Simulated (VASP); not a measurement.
# Ba8H (Fm-3m) in VASP: notebook

The runs below take Ba8H through single point, relaxation of cell and atoms, with PBE.

All numbers are computed with VASP 6.6.1; they aren't measurements. Logs are shortened: lines on timing, memory, paths and dates and some standing lists are left out, and cuts for length are marked.

**1. The cell of the first run**

The structure is cubic, space group Fm-3m (No. 225). The conventional cell has a = 12.521 Å, b = 12.521 Å, c = 12.521 Å, α = 90.00°, β = 90.00°, γ = 90.00°. Ba (site symmetry -43m) has 12 Ba at 4.43 Å and 4 H at 5.42 Å within 5.8 Å. Within 4.0 Å of Ba (site symmetry 4mm) lie 1 H at 3.03 Å. Within 4.0 Å of H (site symmetry m-3m) lie 6 Ba at 3.03 Å.

**2. Single point, PBE**

File INCAR:

```
PREC = Accurate
ENCUT = 520
EDIFF = 1E-6
ISMEAR = 0
SIGMA = 0.1
LREAL = False
LASPH = True
NELM = 100
ALGO = Normal
ISIF = 2
LWAVE = False
LCHARG = False
GGA = PE
NBANDS = 50
```

File KPOINTS:

```
Automatic mesh
0
Gamma
  4 4 4
```

File POSCAR:

```
Ba8H
1.0
    0.0000000000      6.2603075137      6.2603075137
    6.2603075137      0.0000000000      6.2603075137
    6.2603075137      6.2603075137      0.0000000000
Ba H
8 1
Direct
    0.0000000000      0.0000000000      0.0000000000
    0.0083283711      0.0083283711      0.4916716289
    0.0083283711      0.4916716289      0.0083283711
    0.0083283711      0.4916716289      0.4916716289
    0.4916716289      0.0083283711      0.0083283711
    0.4916716289      0.0083283711      0.4916716289
    0.4916716289      0.4916716289      0.0083283711
    0.5000000000      0.5000000000      0.5000000000
    0.2500000000      0.2500000000      0.2500000000
```

Potentials or basis: VASP PAW PBE potentials, release 64 (Ba_sv, H).

Command:

```console
> cat potpaw_PBE.64/Ba_sv/POTCAR potpaw_PBE.64/H/POTCAR > POTCAR
> mpirun -np 1 vasp_std > vasp.out
```

OUTCAR:

```text
PREC = Accurate
   ENCUT = 520
   EDIFF = 1E-6
   ISMEAR = 0
   LREAL = False
   LASPH = True
   NELM = 100
   ISIF = 2
   GGA = PE

 ion  position               nearest neighbor table
   1  0.000  0.000  0.000-   2 4.43   3 4.43   5 4.43   2 4.43   4 4.43   6 4.43   3 4.43   4 4.43
                             7 4.43   5 4.43   6 4.43   7 4.43
   2  0.008  0.008  0.492-   3 4.28   4 4.28   5 4.28   6 4.28   1 4.43   1 4.43   8 4.43   8 4.43
                             3 4.57   5 4.57   6 4.57   4 4.57
   3  0.008  0.492  0.008-   2 4.28   4 4.28   5 4.28   7 4.28   1 4.43   1 4.43   8 4.43   8 4.43
                             2 4.57   5 4.57   7 4.57   4 4.57
   4  0.008  0.492  0.492-   2 4.28   3 4.28   6 4.28   7 4.28   1 4.43   1 4.43   8 4.43   8 4.43
                             2 4.57   6 4.57   7 4.57   3 4.57
   5  0.492  0.008  0.008-   2 4.28   3 4.28   6 4.28   7 4.28   1 4.43   1 4.43   8 4.43   8 4.43
                             6 4.57   3 4.57   7 4.57   2 4.57
   6  0.492  0.008  0.492-   2 4.28   4 4.28   5 4.28   7 4.28   1 4.43   1 4.43   8 4.43   8 4.43
                             4 4.57   2 4.57   7 4.57   5 4.57
   7  0.492  0.492  0.008-   3 4.28   4 4.28   5 4.28   6 4.28   1 4.43   1 4.43   8 4.43   8 4.43
                             5 4.57   6 4.57   4 4.57   3 4.57
   8  0.500  0.500  0.500-   2 4.43   3 4.43   4 4.43   2 4.43   5 4.43   6 4.43   3 4.43   5 4.43
                             7 4.43   4 4.43   6 4.43   7 4.43
   9  0.250  0.250  0.250-

  LATTYP: Found a face centered cubic cell.
 ALAT       =    12.5206150274

  Lattice vectors:

 A1 = (   0.0000000000,   6.2603075137,   6.2603075137)
 A2 = (   6.2603075137,   0.0000000000,   6.2603075137)
 A3 = (   6.2603075137,   6.2603075137,   0.0000000000)

Analysis of symmetry for initial positions (statically):
=====================================================================
 Subroutine PRICEL returns:
 Original cell was already a primitive cell.

 Routine SETGRP: Setting up the symmetry group for a
 face centered cubic supercell.

 Subroutine GETGRP returns: Found 48 space group operations
 (whereof 24 operations were pure point group operations)
 out of a pool of 48 trial point group operations.

The static configuration has the point symmetry T_d .
 The point group associated with its full space group is O_h .

Analysis of symmetry for dynamics (positions and initial velocities):
=====================================================================
 Subroutine PRICEL returns:
 Original cell was already a primitive cell.

 Routine SETGRP: Setting up the symmetry group for a
 face centered cubic supercell.

 Subroutine GETGRP returns: Found 48 space group operations
[... 111 lines left out ...]
   PSTRESS=    0.0 pullay stress
   NELECT =      81.0000    total number of electrons
   NUPDOWN=      -1.0000    fix difference up-down
   EMIN   =  10.00;   EMAX   =-10.00  energy-range for DOS
   EFERMI =   0.00;   METHOD = LEGACY
   ISMEAR =     0;   SIGMA  =   0.10  broadening in eV -4-tet -1-fermi 0-gaus
   EFERMI_NEDOS =   21; number of points for ismear=-14 and -15
   IALGO  =     38    algorithm
   IMIX   =      4    mixing-type and parameters
     AMIX     =   0.40;   BMIX     =  1.00
     AMIX_MAG =   1.60;   BMIX_MAG =  1.00
  volume/ion in A,a.u.               =      54.52       367.93
  Fermi-wavevector in a.u.,A,eV,Ry     =   0.898044  1.697057 10.972862  0.806483
  Thomas-Fermi vector in A             =   2.020704
   LORBIT       =      0    0 simple, 1 ext, 2 COOP (PROOUT), +10 PAW based schemes
   GGA     = PE    functional components
   LHFCALC =     F    Hartree Fock is set to
   AEXX    =    0.0000 exact exchange contribution
   IVDW    =     0    specifies the selected vdW correction
   LEPSILON=     F    determine dielectric tensor
   LRPA    =     F    only Hartree local field effects (RPA)
 non-spin polarized calculation
 Gauss-broadening in eV      SIGMA  =   0.10
  energy-cutoff  :      520.00
  volume of cell :      490.70
 maximum number of plane-waves:     13323
 NGX is ok and might be reduce to    70
   NGX = 33   NGY = 33   NGZ = 33

 number of electron      81.0000001 magnetization

 Free energy of the ion-electron system (eV)
  ---------------------------------------------------
  ext. energy  EPLUGINS =         0.00000000
  ---------------------------------------------------
  free energy    TOTEN  =       -18.97262614 eV

  energy without entropy =      -18.91058985  energy(sigma->0) =      -18.94160799

 E-fermi :   1.8393     XC(G=0):  -7.5244

 val. band max:        1.8165121963   @ k =  -0.2500   0.2500   0.0000
 cond. band min:       1.8436506160   @ k =   0.2500   0.2500   0.0000
 fundamental gap:      0.0271384197
 Fermi energy:         1.8393422785

 k-point     1 :       0.0000    0.0000    0.0000
  band No.  band energies     occupation
      1     -27.0623      2.00000
      2     -27.0221      2.00000
      3     -27.0221      2.00000
      4     -27.0221      2.00000
      5     -27.0058      2.00000
      6     -27.0058      2.00000
[... 413 lines left out ...]
     49       2.5581      0.00000
     50       2.5623      0.00000

------------------------ aborting loop because EDIFF is reached ----------------------------------------

  FORCE on cell =-STRESS in cart. coord.  units (eV):
  Direction    XX          YY          ZZ          XY          YZ          ZX
  --------------------------------------------------------------------------------------
  -------------------------------------------------------------------------------------
  Total        0.2656631      0.2656631      0.2656631      0.0000000      0.0000000      0.0000000
  in kB        0.8674107      0.8674107      0.8674107      0.0000000      0.0000000      0.0000000
  external PRESSURE =       0.8674107 kB  Pullay stress =       0.0000000 kB

 VOLUME and BASIS-vectors are now :
 -----------------------------------------------------------------------------
  energy-cutoff  :      520.00
  volume of cell :      490.70
      direct lattice vectors                 reciprocal lattice vectors
     0.000000000  6.260307514  6.260307514    -0.079868281  0.079868281  0.079868281
     6.260307514  0.000000000  6.260307514     0.079868281 -0.079868281  0.079868281
     6.260307514  6.260307514  0.000000000     0.079868281  0.079868281 -0.079868281

 POSITION                                       TOTAL-FORCE (eV/Angst)
 -----------------------------------------------------------------------------------
      0.00000      0.00000      0.00000         0.000000      0.000000      0.000000
      3.13015      3.13015      0.10428         0.000000      0.000000     -0.009525
      3.13015      0.10428      3.13015         0.000000     -0.009525      0.000000
      6.15603      3.13015      3.13015         0.009525      0.000000      0.000000
      0.10428      3.13015      3.13015        -0.009525      0.000000      0.000000
      3.13015      6.15603      3.13015         0.000000      0.009525      0.000000
      3.13015      3.13015      6.15603         0.000000      0.000000      0.009525
      6.26031      6.26031      6.26031         0.000000      0.000000      0.000000
      3.13015      3.13015      3.13015         0.000000      0.000000      0.000000
 -----------------------------------------------------------------------------------
    total drift:                               -0.000000     -0.000000     -0.000000

  FREE ENERGIE OF THE ION-ELECTRON SYSTEM (eV)
  ---------------------------------------------------
  free  energy   TOTEN  =       -18.9726261363 eV

  energy  without entropy=      -18.9105898493  energy(sigma->0) =      -18.94160799
```

stdout:

```text
POSCAR found type information on POSCAR BaH
 POSCAR found :  2 types and       9 ions
 scaLAPACK will be used
 LDA part: xc-table for (Slater+PW92), standard interpolation
 POSCAR, INCAR and KPOINTS ok, starting setup
 FFT: planning ... GRIDC
 FFT: planning ... GRID_SOFT
 FFT: planning ... GRID
 WAVECAR not read
 entering main loop
```

Run time: 11 min. Hardware: 1 thread of Oxide Virtual Turin-like, shared host; peak memory 0.72 GiB.

Results:

```
Free energy            : -18.9726 eV
Pressure               : 0.1 GPa
Largest force          : 0.010 eV/Å
Band gap on the k mesh : zero (an odd number of electrons rules out a gap without spin polarisation)
```

Forces in eV/Å, atoms in the order of the input:
```
Ba   0.000  0.000  0.000
Ba   0.000  0.000 -0.010
Ba   0.000 -0.010  0.000
Ba   0.010  0.000  0.000
Ba  -0.010  0.000  0.000
Ba   0.000  0.010  0.000
Ba   0.000  0.000  0.010
Ba   0.000  0.000  0.000
H    0.000  0.000  0.000
```

Levels at points of the mesh, in eV from the Fermi level:
| k point | band 38 | band 39 | band 40 | band 41 | band 42 | band 43 | band 44 | band 45 |
| --- | --- | --- | --- | --- | --- | --- | --- | --- |
| (0.00, 0.00, 0.00) | -1.00 | -0.87 | -0.87 | -0.24 | -0.24 | -0.24 | 0.09 | 1.09 |
| (0.50, 0.00, 0.00) | -0.46 | -0.44 | -0.44 | -0.03 | 0.26 | 0.26 | 0.26 | 0.27 |
| (0.50, 0.50, 0.00) | -0.58 | -0.44 | -0.10 | 0.43 | 0.45 | 0.52 | 0.63 | 0.63 |

Caveat: spin-orbit coupling is left out, which moves the levels of the heavy elements.

**3. Relaxation of cell and atoms, PBE**

This run uses another cell than the first one, of 57.33 Å³/atom.

File INCAR:

```
SYSTEM = Ba8H
ALGO = Normal
EDIFF = 1E-6
EDIFFG = -0.025
ENCUT = 600
GGA = PE
IBRION = 2
ISIF = 3
ISMEAR = 0
LASPH = .True.
LCHARG = .False.
LREAL = .False.
LWAVE = .False.
NELM = 60
NSW = 90
PREC = Accurate
SIGMA = 0.1
```

File KPOINTS:

```
k-points
0
Gamma
  4 4 4
  0 0 0
```

File POSCAR:

```
Ba8H
1.0
    0.0000000000      6.3660371704      6.3660371704
    6.3660371704      0.0000000000      6.3660371704
    6.3660371704      6.3660371704      0.0000000000
Ba H
8 1
Direct
    0.0000000000      0.0000000000      0.0000000000
    0.0000000000      0.0000000000      0.5000000000
    0.0000000000      0.5000000000      0.0000000000
    0.0000000000      0.5000000000      0.5000000000
    0.5000000000      0.0000000000      0.0000000000
    0.5000000000      0.0000000000      0.5000000000
    0.5000000000      0.5000000000      0.0000000000
    0.5000000000      0.5000000000      0.5000000000
    0.2500000000      0.2500000000      0.2500000000
```

Potentials or basis: VASP PAW PBE potentials, release 64 (Ba_sv, H).

Command:

```console
> cat potpaw_PBE.64/Ba_sv/POTCAR potpaw_PBE.64/H/POTCAR > POTCAR
> mpirun -np 1 vasp_std > vasp.out
```

It took 63 min on 1 thread of Oxide Virtual Turin-like, shared host; peak memory 0.86 GiB.

It converged, with:

```yaml
Free_energy: -18.9756 eV
Relaxed_volume: 54.98 Å³/atom
Relaxed_cell: a = 8.878 Å, b = 8.878 Å, c = 8.878 Å, α = 60.00°, β = 60.00°, γ = 60.00°
Space_group_after_relaxing_to_0.1_Å: Fm-3m (No. 225)
Energy_gained_by_relaxing: 14.2 meV/atom
Ionic_steps: 7
Pressure_after_relaxing: 0.0 GPa
Band_gap_on_the_k_mesh: zero (an odd number of electrons rules out a gap without spin polarisation)
```

The path:
```
step  energy change (eV)  largest force (eV/Å)  pressure (GPa)  volume (Å³)
   1              0.0000                0.3144           -0.35       515.99
   2             -0.0431                0.2771           -0.21       506.75
   3             -0.0969                0.1379            0.28       479.69
   4             -0.1165                0.0697            0.19       484.58
   5             -0.1261                0.0157            0.09       490.97
   6             -0.1261                0.0203            0.08       491.33
   7             -0.1274                0.0030            0.01       494.80
```

Final structure:
```
Ba H
1.0
     0.00000    6.27770    6.27770
     6.27770    0.00000    6.27770
     6.27770    6.27770    0.00000
Ba H
8 1
Direct
  0.00000 0.00000 0.00000
  0.00828 0.00828 0.49172
  0.00828 0.49172 0.00828
  0.00828 0.49172 0.49172
  0.49172 0.00828 0.00828
  0.49172 0.00828 0.49172
  0.49172 0.49172 0.00828
  0.50000 0.50000 0.50000
  0.25000 0.25000 0.25000
```

Levels at points of the mesh, in eV from the Fermi level:
```csv
k point,band 37,band 38,band 39,band 40,band 41,band 42,band 43,band 44,band 45,band 46
"(0.00, 0.00, 0.00)",-1.02,-1.00,-0.86,-0.86,-0.24,-0.24,-0.24,0.08,1.07,1.07
"(0.50, 0.00, 0.00)",-0.46,-0.46,-0.44,-0.44,-0.03,0.25,0.25,0.25,0.27,0.27
"(0.50, 0.50, 0.00)",-0.62,-0.59,-0.45,-0.10,0.43,0.46,0.52,0.63,0.63,0.65
```

Caveat: spin-orbit coupling is left out, which moves the levels of the heavy elements.
